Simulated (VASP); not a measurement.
# Ag (Im-3m) in VASP: further runs

Runs on Ag. Level: PBE. Tasks: relaxation of cell and atoms.

Everything below comes from runs of VASP 6.6.1. Logs are shortened: lines on timing, memory, paths and dates and some standing lists are left out, and cuts for length are marked.

## Step 1: The cell of the first run

The structure is cubic, space group Im-3m (No. 229). The conventional cell has a = 2.901 Å, b = 2.901 Å, c = 2.901 Å, α = 90.00°, β = 90.00°, γ = 90.00°. Within 3.3 Å of Ag (site symmetry m-3m) lie 14 Ag at 2.51 to 2.90 Å.

## Step 2: Relaxation of cell and atoms, PBE, target pressure 100 GPa, at which the enthalpy is minimised

File INCAR:

```
ALGO = Normal
EDIFF = 1E-6
EDIFFG = -0.005
ENCUT = 600
GGA = PE
IBRION = 2
ISIF = 3
ISMEAR = -1
LASPH = True
LCHARG = False
LREAL = False
LWAVE = False
NELM = 100
NSW = 60
PREC = Accurate
PSTRESS = 1000.0
SIGMA = 0.08
```

File KPOINTS:

```
k-points
0
Gamma
  19 19 19
```

File POSCAR:

```
Ag
1.0
   -1.4504302796      1.4504302796      1.4504302796
    1.4504302796     -1.4504302796      1.4504302796
    1.4504302796      1.4504302796     -1.4504302796
Ag
1
Direct
    0.0000000000      0.0000000000      0.0000000000
```

Potentials or basis: VASP PAW PBE potentials, release 64 (Ag).

Started as:

```bash
$ cat potpaw_PBE.64/Ag/POTCAR > POTCAR
$ mpirun -np 1 vasp_std > vasp.out
```

OUTCAR:

```text
EDIFF = 1E-6
   EDIFFG = -0.005
   ENCUT = 600
   GGA = PE
   IBRION = 2
   ISIF = 3
   ISMEAR = -1
   LASPH = True
   LREAL = False
   NELM = 100
   NSW = 60
   PREC = Accurate
   PSTRESS = 1000.0

 ion  position               nearest neighbor table
   1  0.000  0.000  0.000-

  LATTYP: Found a body centered cubic cell.
 ALAT       =     2.9008605592

  Lattice vectors:

 A1 = (  -1.4504302796,   1.4504302796,   1.4504302796)
 A2 = (   1.4504302796,  -1.4504302796,   1.4504302796)
 A3 = (   1.4504302796,   1.4504302796,  -1.4504302796)

Analysis of symmetry for initial positions (statically):
=====================================================================
 Subroutine PRICEL returns:
 Original cell was already a primitive cell.

 Routine SETGRP: Setting up the symmetry group for a
 body centered cubic supercell.

 Subroutine GETGRP returns: Found 48 space group operations
 (whereof 48 operations were pure point group operations)
 out of a pool of 48 trial point group operations.

The static configuration has the point symmetry O_h .

Analysis of symmetry for dynamics (positions and initial velocities):
=====================================================================
 Subroutine PRICEL returns:
 Original cell was already a primitive cell.

 Routine SETGRP: Setting up the symmetry group for a
 body centered cubic supercell.

 Subroutine GETGRP returns: Found 48 space group operations
 (whereof 48 operations were pure point group operations)
 out of a pool of 48 trial point group operations.

The dynamic configuration has the point symmetry O_h .

 Subroutine INISYM returns: Found 48 space group operations
 (whereof 48 operations are pure point group operations),
 and found     1 'primitive' translations

----------------------------------------------------------------------------------------

                                     Primitive cell

  volume of cell :      12.2054

  direct lattice vectors                    reciprocal lattice vectors
    -1.450430280  1.450430280  1.450430280     0.000000000  0.344725291  0.344725291
     1.450430280 -1.450430280  1.450430280     0.344725291  0.000000000  0.344725291
     1.450430280  1.450430280 -1.450430280     0.344725291  0.344725291  0.000000000

  length of vectors
     2.512218937  2.512218937  2.512218937     0.487515182  0.487515182  0.487515182

  position of ions in fractional coordinates (direct lattice)
     0.000000000  0.000000000  0.000000000

  ion indices of the primitive-cell ions
   primitive index   ion index
                 1           1

----------------------------------------------------------------------------------------

 KPOINTS: k-points

Automatic generation of k-mesh.
 Grid dimensions read from file:
 generate k-points for:   19   19   19

 Generating k-lattice:

  Cartesian coordinates                     Fractional coordinates (reciprocal lattice)
     0.000000000  0.018143436  0.018143436     0.052631579  0.000000000  0.000000000
     0.018143436  0.000000000  0.018143436     0.000000000  0.052631579  0.000000000
     0.018143436  0.018143436  0.000000000     0.000000000  0.000000000  0.052631579

  Length of vectors
     0.025658694  0.025658694  0.025658694

  Shift w.r.t. Gamma in fractional coordinates (k-lattice)
     0.000000000  0.000000000  0.000000000

 Subroutine IBZKPT returns following result:
 ===========================================

 Found    220 irreducible k-points:

 Following reciprocal coordinates:
            Coordinates               Weight
  0.000000  0.000000  0.000000      1.000000
  0.052632  0.000000  0.000000     12.000000
  0.105263  0.000000  0.000000     12.000000
  0.157895  0.000000  0.000000     12.000000
  0.210526  0.000000  0.000000     12.000000
  0.263158  0.000000  0.000000     12.000000
[... 16 lines left out ...]
  0.263158  0.105263  0.000000     48.000000
  0.315789  0.105263 -0.000000     48.000000
 [... further k-points ...]
   k-points           NKPTS =    220   k-points in BZ     NKDIM =    220   number of bands    NBANDS=      9
   number of dos      NEDOS =    301   number of ions     NIONS =      1
   total plane-waves  NPLWV =   8000
   dimension x,y,z NGX =    20 NGY =   20 NGZ =   20
   dimension x,y,z NGXF=    40 NGYF=   40 NGZF=   40
   ions per type =               1
   NGX,Y,Z   is equivalent  to a cutoff of  13.23, 13.23, 13.23 a.u.
   NGXF,Y,Z  is equivalent  to a cutoff of  26.47, 26.47, 26.47 a.u.
 SYSTEM =  unknown system
   PREC   = accura    normal or accurate (medium, high low for compatibility)
   ISTART =      0    job   : 0-new  1-cont  2-samecut
   ICHARG =      2    charge: 1-file 2-atom 10-const
   ISPIN  =      1    spin polarized calculation?
   LNONCOLLINEAR =      F non collinear calculations
   LSORBIT =      F    spin-orbit coupling
   LASPH  =      T    aspherical Exc in radial PAW
   ENCUT  =  600.0 eV  44.10 Ry    6.64 a.u.   5.02  5.02  5.02*2*pi/ulx,y,z
   NELM   =    100;   NELMIN=  2; NELMDL= -5     # of ELM steps
   EDIFF  = 0.1E-05   stopping-criterion for ELM
   LREAL  =      F    real-space projection
   EDIFFG = -.5E-02   stopping-criterion for IOM
   NSW    =     60    number of steps for IOM
   IBRION =      2    ionic relax: 0-MD 1-quasi-New 2-CG
   NFREE  =      1    steps in history (QN), initial steepest desc. (CG)
   ISIF   =      3    stress and relaxation
   ISYM   =      2    0-nonsym 1-usesym 2-fastsym
   POTIM  = 0.5000    time-step for ionic-motion
   TEBEG  =    0.0;   TEEND  =   0.0 temperature during run
   PSTRESS= 1000.0 pullay stress
   NELECT =      11.0000    total number of electrons
   NUPDOWN=      -1.0000    fix difference up-down
   EMIN   =  10.00;   EMAX   =-10.00  energy-range for DOS
   EFERMI =   0.00;   METHOD = LEGACY
   ISMEAR =    -1;   SIGMA  =   0.08  broadening in eV -4-tet -1-fermi 0-gaus
   EFERMI_NEDOS =   21; number of points for ismear=-14 and -15
   IALGO  =     38    algorithm
   IMIX   =      4    mixing-type and parameters
     AMIX     =   0.40;   BMIX     =  1.00
     AMIX_MAG =   1.60;   BMIX_MAG =  1.00
  volume/ion in A,a.u.               =      12.21        82.37
  Fermi-wavevector in a.u.,A,eV,Ry     =   1.581329  2.988278 34.022743  2.500601
  Thomas-Fermi vector in A             =   2.681421
   LORBIT       =      0    0 simple, 1 ext, 2 COOP (PROOUT), +10 PAW based schemes
   GGA     = PE    functional components
   LHFCALC =     F    Hartree Fock is set to
   AEXX    =    0.0000 exact exchange contribution
   IVDW    =     0    specifies the selected vdW correction
   LEPSILON=     F    determine dielectric tensor
   LRPA    =     F    only Hartree local field effects (RPA)
 conjugate gradient relaxation of ions
 non-spin polarized calculation
  energy-cutoff  :      600.00
  volume of cell :       12.21
 maximum number of plane-waves:       420
   NGX =  9   NGY =  9   NGZ =  9

--------------------------------------- Ionic step        1  -------------------------------------------

 number of electron      10.9999998 magnetization

 Free energy of the ion-electron system (eV)
  ---------------------------------------------------
  ext. energy  EPLUGINS =         0.00000000
  ---------------------------------------------------
  free energy    TOTEN  =        -1.48386506 eV

  energy without entropy =       -1.47986636  energy(sigma->0) =       -1.48186571

------------------------ aborting loop because EDIFF is reached ----------------------------------------

  FORCE on cell =-STRESS in cart. coord.  units (eV):
  Direction    XX          YY          ZZ          XY          YZ          ZX
  --------------------------------------------------------------------------------------
  -------------------------------------------------------------------------------------
  Total        7.7935090      7.7935090      7.7935090      0.0000000      0.0000000      0.0000000
  in kB     1023.0410420   1023.0410420   1023.0410420      0.0000000      0.0000000      0.0000000
  external PRESSURE =      23.0410420 kB  Pullay stress =    1000.0000000 kB
[... 59 lines left out ...]
  enthalpy is  TOTEN    =         6.1428563474 eV   P V=        7.8131499170

--------------------------------------- Ionic step        3  -------------------------------------------

 number of electron      10.9999997 magnetization

 Free energy of the ion-electron system (eV)
  ---------------------------------------------------
  ext. energy  EPLUGINS =         0.00000000
  ---------------------------------------------------
  free energy    TOTEN  =        -1.51657591 eV

  energy without entropy =       -1.51257974  energy(sigma->0) =       -1.51457782

 E-fermi :  14.1811     XC(G=0): -14.2967

 val. band max:       14.1454994633   @ k =   0.4211   0.0526   0.0526
 cond. band min:      14.2653817222   @ k =  -0.3158   0.4211   0.1579
 fundamental gap:      0.1198822589
 Fermi energy:        14.1811396087

 k-point     1 :       0.0000    0.0000    0.0000
  band No.  band energies     occupation
      1       3.4491      2.00000
      2       7.4496      2.00000
      3       7.4496      2.00000
      4       7.4496      2.00000
      5       9.7139      2.00000
      6       9.7139      2.00000
      7      32.7242      0.00000
      8      32.7242      0.00000
      9      32.7242      0.00000
[... 265 lines left out ...]
 k-point    24 :       0.3158    0.1053   -0.0000
  band No.  band energies     occupation
      1       5.4058      2.00000
      2       6.3526      2.00000
      3       8.8997      2.00000
      4       9.5038      2.00000
      5      10.1873      2.00000
      6      12.2920      2.00000
      7      24.1212      0.00000
      8      28.6726      0.00000
      9      32.1402      0.00000

 [... further k-points ...]
[... 5 lines left out ...]
  --------------------------------------------------------------------------------------
  -------------------------------------------------------------------------------------
  Total        7.6507136      7.6507136      7.6507136      0.0000000      0.0000000      0.0000000
  in kB     1000.0503178   1000.0503178   1000.0503178      0.0000000      0.0000000      0.0000000
  external PRESSURE =       0.0503178 kB  Pullay stress =    1000.0000000 kB
[... 16 lines left out ...]
  FREE ENERGIE OF THE ION-ELECTRON SYSTEM (eV)
  ---------------------------------------------------
  free  energy   TOTEN  =        -1.5165759064 eV

  energy  without entropy=       -1.5125797401  energy(sigma->0) =       -1.51457782

  enthalpy is  TOTEN    =         6.1337527640 eV   P V=        7.6503286704

 reached required accuracy - stopping structural energy minimisation
```

Run time: 19 s. Hardware: 1 thread of Intel Xeon 6975P-C (Granite Rapids), shared host; peak memory 0.16 GiB.

Results:

```
Free energy                                            : -1.5166 eV
Relaxed volume                                         : 12.26 Å³/atom
Relaxed cell                                           : a = 2.516 Å, b = 2.516 Å, c = 2.516 Å, α = 109.47°, β = 109.47°, γ = 109.47°
Space group after relaxing (to 0.05 Å)                 : Im-3m (No. 229)
Energy change on relaxing (the enthalpy is what falls) : -32.7 meV/atom
Ionic steps                                            : 3
Pressure after relaxing                                : 100.0 GPa
```

Step by step:
| step | energy change (eV) | largest force (eV/Å) | pressure (GPa) | volume (Å³) |
| --- | --- | --- | --- | --- |
| 1 | 0.0000 | 0.0000 | 102.30 | 12.21 |
| 2 | -0.1864 | 0.0000 | 89.06 | 12.52 |
| 3 | -0.0327 | 0.0000 | 100.01 | 12.26 |

Final structure:
```yaml
crystal:
  lattice:
    - [-1.45248, 1.45248, 1.45248]
    - [1.45248, -1.45248, 1.45248]
    - [1.45248, 1.45248, -1.45248]
  atoms:
    - { symbol: Ag, position: [0.00000, 0.00000, 0.00000] }
```

Caveat: the cell is relaxed towards a set pressure, so the enthalpy falls and the energy may rise.

## Step 3: Relaxation of cell and atoms, PBE, target pressure 100 GPa, at which the enthalpy is minimised

This run uses another cell than the first one, of 12.28 Å³/atom, 1.006 times its volume.

File INCAR:

```
PREC = Accurate ; ENCUT = 600
EDIFF = 1E-6 ; ISMEAR = -1
SIGMA = 0.08 ; LREAL = F
LASPH = T ; NELM = 80
ALGO = Normal ; ISIF = 3
LWAVE = F ; LCHARG = F
GGA = PE ; IBRION = 2
NSW = 32 ; EDIFFG = -0.005
PSTRESS = 1000.0
```

File KPOINTS:

```
Automatic mesh
0
Gamma
  19 19 19
```

File POSCAR:

```
Ag
1.0
   -1.4533814764      1.4533814764      1.4533814764
    1.4533814764     -1.4533814764      1.4533814764
    1.4533814764      1.4533814764     -1.4533814764
Ag
1
Direct
    0.0000000000      0.0000000000      0.0000000000
```

Potentials or basis: VASP PAW PBE potentials, release 64 (Ag).

Started as:

```bash
$ cat potpaw_PBE.64/Ag/POTCAR > POTCAR
$ mpirun -np 1 vasp_std > vasp.out
```

It took 16 s on 1 thread of Intel Xeon 6975P-C (Granite Rapids), shared host; peak memory 0.15 GiB.

It converged, with:

| Property | Result |
| --- | --- |
| Free energy | -1.5168 eV |
| Relaxed volume | 12.26 Å³/atom |
| Relaxed cell | a = 2.516 Å, b = 2.516 Å, c = 2.516 Å, α = 109.47°, β = 109.47°, γ = 109.47° |
| Space group after relaxing (to 0.05 Å) | Im-3m (No. 229) |
| Energy change on relaxing (the enthalpy is what falls) | +14.0 meV/atom |
| Ionic steps | 3 |
| Pressure after relaxing | 100.1 GPa |

The path:
| step | energy change (eV) | largest force (eV/Å) | pressure (GPa) | volume (Å³) |
| --- | --- | --- | --- | --- |
| 1 | 0.0000 | 0.0000 | 98.99 | 12.28 |
| 2 | 0.0876 | 0.0000 | 105.08 | 12.14 |
| 3 | 0.0140 | 0.0000 | 100.05 | 12.26 |

Final structure:
```
CELL_PARAMETERS angstrom
-1.45249 1.45249 1.45249
1.45249 -1.45249 1.45249
1.45249 1.45249 -1.45249
ATOMIC_POSITIONS crystal
Ag 0.00000 0.00000 0.00000
```

Levels at points of the mesh, in eV from the Fermi level:
| k point | band 3 | band 4 | band 5 | band 6 | band 7 | band 8 | band 9 |
| --- | --- | --- | --- | --- | --- | --- | --- |
| (0.00, 0.00, 0.00) | -6.73 | -6.73 | -4.47 | -4.47 | 18.54 | 18.54 | 18.54 |

Caveat: the cell is relaxed towards a set pressure, so the enthalpy falls and the energy may rise.
